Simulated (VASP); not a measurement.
# Co (P6_3/mmc) in VASP: electric field gradients with PBE

Aim: the electric field gradients of Co with PBE.

Everything below comes from runs of VASP 6.6.1. Logs are shortened: lines on timing, memory, paths and dates and some standing lists are left out, and cuts for length are marked.

### Step 1. The cell of the first run

It takes space group P6_3/mmc (No. 194, hexagonal). The conventional cell has a = 2.519 Å, b = 2.519 Å, c = 4.091 Å, α = 90.00°, β = 90.00°, γ = 120.00°. Within 3.3 Å of Co (site symmetry -6m2) lie 12 Co at 2.51 to 2.52 Å.

### Step 2. Electric field gradients, PBE, non-collinear spin, typed start, spin-orbit coupling

Contents of INCAR:

```
ALGO = Normal
EDIFF = 1E-8
ENCUT = 520
GGA = PE
GGA_COMPAT = False
ISIF = 2
ISMEAR = -1
KPAR = 4
LASPH = True
LCHARG = False
LEFG = True
LMAXMIX = 4
LORBIT = 11
LORBMOM = True
LREAL = False
LSORBIT = True
LWAVE = False
MAGMOM = 0 0 2 0 0 2
NBANDS = 30
NELM = 150
PREC = Accurate
SIGMA = 0.08
```

Contents of KPOINTS:

```
k-points
0
Gamma
  19 19 10
```

Contents of POSCAR:

```
Co
1.0
    2.5190008694      0.0000000000      0.0000000000
   -1.2595004347      2.1815187451      0.0000000000
    0.0000000000      0.0000000000      4.0910000000
Co
2
Direct
    0.3333333333      0.6666666667      0.2500000000
    0.6666666667      0.3333333333      0.7500000000
```

Potentials or basis: VASP PAW PBE potentials, release 64 (Co).

Run with:

```sh
$ cat potpaw_PBE.64/Co/POTCAR > POTCAR
$ mpirun -np 4 vasp_ncl > vasp.out
```

OUTCAR:

```text
EDIFF = 1E-8
   ENCUT = 520
   GGA = PE
   ISIF = 2
   ISMEAR = -1
   LASPH = True
   LORBIT = 11
   LREAL = False
   LSORBIT = True
   NELM = 150
   PREC = Accurate

 ion  position               nearest neighbor table
   1  0.333  0.667  0.250-   2 2.51   2 2.51   2 2.51   2 2.51   2 2.51   2 2.51
   2  0.667  0.333  0.750-   1 2.51   1 2.51   1 2.51   1 2.51   1 2.51   1 2.51

  LATTYP: Found a hexagonal cell.
 ALAT       =     2.5190008694
 C/A-ratio  =     1.6240566050

  Lattice vectors:

 A1 = (   2.5190008694,   0.0000000000,   0.0000000000)
 A2 = (  -1.2595004347,   2.1815187451,   0.0000000000)
 A3 = (   0.0000000000,   0.0000000000,   4.0910000000)

Analysis of symmetry for initial positions (statically):
=====================================================================
 Subroutine PRICEL returns:
 Original cell was already a primitive cell.

 Routine SETGRP: Setting up the symmetry group for a
 hexagonal supercell.

 Subroutine GETGRP returns: Found 24 space group operations
 (whereof 12 operations were pure point group operations)
 out of a pool of 24 trial point group operations.

The static configuration has the point symmetry D_3d.
 The point group associated with its full space group is D_6h.

Analysis of symmetry for dynamics (positions and initial velocities):
=====================================================================
 Subroutine PRICEL returns:
 Original cell was already a primitive cell.

 Routine SETGRP: Setting up the symmetry group for a
 hexagonal supercell.

 Subroutine GETGRP returns: Found 24 space group operations
 (whereof 12 operations were pure point group operations)
 out of a pool of 24 trial point group operations.

The dynamic configuration has the point symmetry D_3d.
 The point group associated with its full space group is D_6h.

Analysis of structural, dynamic, and magnetic symmetry:
=====================================================================
 Subroutine PRICEL returns:
 Original cell was already a primitive cell.

 Routine SETGRP: Setting up the symmetry group for a
 hexagonal supercell.

 Subroutine GETGRP returns: Found 12 space group operations
 (whereof  6 operations were pure point group operations)
 out of a pool of 24 trial point group operations.

The overall configuration has the point symmetry S_6 .
 The point group associated with its full space group is C_6h.

 Subroutine INISYM returns: Found 12 space group operations
 (whereof  6 operations are pure point group operations),
 and found     1 'primitive' translations

----------------------------------------------------------------------------------------

                                     Primitive cell

  volume of cell :      22.4811

  direct lattice vectors                    reciprocal lattice vectors
     2.519000869  0.000000000  0.000000000     0.396982793  0.229198122  0.000000000
    -1.259500435  2.181518745  0.000000000     0.000000000  0.458396244  0.000000000
     0.000000000  0.000000000  4.091000000     0.000000000  0.000000000  0.244439012

  length of vectors
     2.519000869  2.519000869  4.091000000     0.458396244  0.458396244  0.244439012

  position of ions in fractional coordinates (direct lattice)
     0.333333333  0.666666667  0.250000000
     0.666666667  0.333333333  0.750000000

  ion indices of the primitive-cell ions
   primitive index   ion index
                 1           1
                 2           2

----------------------------------------------------------------------------------------

 KPOINTS: k-points

Automatic generation of k-mesh.
 Grid dimensions read from file:
 generate k-points for:   19   19   10

[... 921 lines left out ...]
  in kB      -67.5078042    -67.5078042    -78.0688552     -0.0000016      0.0000000      0.0000000
  external PRESSURE =     -71.0281545 kB  Pullay stress =       0.0000000 kB

 VOLUME and BASIS-vectors are now :
 -----------------------------------------------------------------------------
  energy-cutoff  :      520.00
  volume of cell :       22.48
      direct lattice vectors                 reciprocal lattice vectors
     2.519000869  0.000000000  0.000000000     0.396982793  0.229198122  0.000000000
    -1.259500435  2.181518745  0.000000000     0.000000000  0.458396244  0.000000000
     0.000000000  0.000000000  4.091000000     0.000000000  0.000000000  0.244439012

 POSITION                                       TOTAL-FORCE (eV/Angst)
 -----------------------------------------------------------------------------------
     -0.00000      1.45435      1.02275        -0.000000     -0.000000     -0.000000
      1.25950      0.72717      3.06825         0.000000      0.000000      0.000000
 -----------------------------------------------------------------------------------
    total drift:                                0.000000     -0.000000      0.000000

  FREE ENERGIE OF THE ION-ELECTRON SYSTEM (eV)
  ---------------------------------------------------
  free  energy   TOTEN  =       -14.0866932428 eV

  energy  without entropy=      -14.0460651841  energy(sigma->0) =      -14.06637921

 Electric field gradients (V/A^2)
---------------------------------------------------------------------
 ion       V_xx      V_yy      V_zz      V_xy      V_xz      V_yz
---------------------------------------------------------------------
   1       1.103     1.103    -2.207    -0.000    -0.000     0.000
   2       1.103     1.103    -2.207    -0.000    -0.000    -0.000
---------------------------------------------------------------------

 Electric field gradients after diagonalization (V/A^2)
 (convention: |V_zz| > |V_xx| > |V_yy|)
----------------------------------------------------------------------
 ion       V_xx      V_yy      V_zz     asymmetry (V_yy - V_xx)/ V_zz
----------------------------------------------------------------------
   1       1.104     1.103    -2.207       0.000
   2       1.104     1.103    -2.207       0.000
----------------------------------------------------------------------

           NMR quadrupolar parameters

 Cq : quadrupolar parameter    Cq=e*Q*V_zz/h
 eta: asymmetry parameters     (V_yy - V_xx)/ V_zz
 Q  : nuclear electric quadrupole moment in mb (millibarn)
----------------------------------------------------------------------
 ion       Cq(MHz)       eta       Q (mb)
----------------------------------------------------------------------
   1      -0.005       0.000       1.000
   2      -0.005       0.000       1.000
----------------------------------------------------------------------

 orbital moment (x)

 # of ion     p       d       tot
 ----------------------------------------
  1         0.000  -0.000  -0.000
  2        -0.000  -0.000  -0.000
 ----------------------------------------
           -0.000  -0.000  -0.000

 orbital moment (y)

 # of ion     p       d       tot
 ----------------------------------------
  1        -0.000   0.000   0.000
  2         0.000   0.000   0.000
 ----------------------------------------
           -0.000   0.000   0.000

 orbital moment (z)

 # of ion     p       d       tot
 ----------------------------------------
  1         0.001   0.084   0.085
  2         0.001   0.084   0.085
 ----------------------------------------
            0.001   0.169   0.170

 Spin-Orbit-Coupling matrix elements

 Ion:    1  E_soc:     -0.0161779
 l=   1
     0.0000000    -0.0003569    -0.0003571
    -0.0003569     0.0000000    -0.0003569
    -0.0003571    -0.0003569     0.0000000
 l=   2
     0.0000000    -0.0004614     0.0000000    -0.0004614    -0.0020473
    -0.0004614     0.0000000    -0.0012800    -0.0005650    -0.0004614
     0.0000000    -0.0012800     0.0000000    -0.0012800     0.0000000
    -0.0004614    -0.0005650    -0.0012800     0.0000000    -0.0004614
    -0.0020473    -0.0004614     0.0000000    -0.0004614     0.0000000
 l=   3
     0.0000000     0.0000000     0.0000000     0.0000000     0.0000000     0.0000000     0.0000000
     0.0000000     0.0000000     0.0000000     0.0000000     0.0000000     0.0000000     0.0000000
     0.0000000     0.0000000     0.0000000     0.0000000     0.0000000     0.0000000     0.0000000
     0.0000000     0.0000000     0.0000000     0.0000000     0.0000000     0.0000000     0.0000000
     0.0000000     0.0000000     0.0000000     0.0000000     0.0000000     0.0000000     0.0000000
     0.0000000     0.0000000     0.0000000     0.0000000     0.0000000     0.0000000     0.0000000
     0.0000000     0.0000000     0.0000000     0.0000000     0.0000000     0.0000000     0.0000000

 Ion:    2  E_soc:     -0.0161779
 l=   1
     0.0000000    -0.0003569    -0.0003571
    -0.0003569     0.0000000    -0.0003569
    -0.0003571    -0.0003569     0.0000000
 l=   2
     0.0000000    -0.0004614     0.0000000    -0.0004614    -0.0020473
    -0.0004614     0.0000000    -0.0012800    -0.0005650    -0.0004614
     0.0000000    -0.0012800     0.0000000    -0.0012800     0.0000000
    -0.0004614    -0.0005650    -0.0012800     0.0000000    -0.0004614
    -0.0020473    -0.0004614     0.0000000    -0.0004614     0.0000000
 l=   3
     0.0000000     0.0000000     0.0000000     0.0000000     0.0000000     0.0000000     0.0000000
     0.0000000     0.0000000     0.0000000     0.0000000     0.0000000     0.0000000     0.0000000
     0.0000000     0.0000000     0.0000000     0.0000000     0.0000000     0.0000000     0.0000000
     0.0000000     0.0000000     0.0000000     0.0000000     0.0000000     0.0000000     0.0000000
     0.0000000     0.0000000     0.0000000     0.0000000     0.0000000     0.0000000     0.0000000
     0.0000000     0.0000000     0.0000000     0.0000000     0.0000000     0.0000000     0.0000000
     0.0000000     0.0000000     0.0000000     0.0000000     0.0000000     0.0000000     0.0000000

 total charge

# of ion       s       p       d       tot
------------------------------------------
    1        0.474   0.492   7.240   8.206
    2        0.474   0.492   7.240   8.206
--------------------------------------------------
tot          0.949   0.983  14.480  16.412

 magnetization (x)

# of ion       s       p       d       tot
------------------------------------------
    1        0.000   0.000   0.000   0.000
    2        0.000   0.000   0.000   0.000
--------------------------------------------------
tot          0.000   0.000   0.000   0.000

 magnetization (y)

# of ion       s       p       d       tot
------------------------------------------
    1        0.000   0.000   0.000   0.000
    2        0.000  -0.000   0.000  -0.000
--------------------------------------------------
tot          0.000  -0.000   0.000  -0.000

 magnetization (z)

# of ion       s       p       d       tot
------------------------------------------
    1       -0.014  -0.052   1.725   1.660
    2       -0.014  -0.052   1.725   1.660
--------------------------------------------------
tot         -0.028  -0.104   3.451   3.319
```

Wall time 8 min (4 MPI ranks of Intel Xeon Platinum 8259CL at 2.50GHz (Skylake/Cascade Lake), shared host); peak memory 0.44 GiB.

What came out:

| Property | Result |
| --- | --- |
| Free energy | -14.0867 eV |
| Pressure | -7.1 GPa |
| Net moment | 3.27 μB per cell |
| Largest electric field gradient by atom | Co -2.2 V/Å² |
| Valence electrons inside the program's atomic spheres | Co 8.21 |

Moments on the atoms (μB; x, y, z):
```
Co  0.00 0.00 1.66
Co  0.00 0.00 1.66
```

Electric field gradients, principal values (V/Å²):
```
atom  least  middle  greatest (by size)
1 Co  1.103   1.104              -2.207
2 Co  1.103   1.104              -2.207
```

Caveat: the cell stands under tension; without QUAD_EFG the Cq values of the log hold for a quadrupole moment of 1 mb, not for the nuclei.
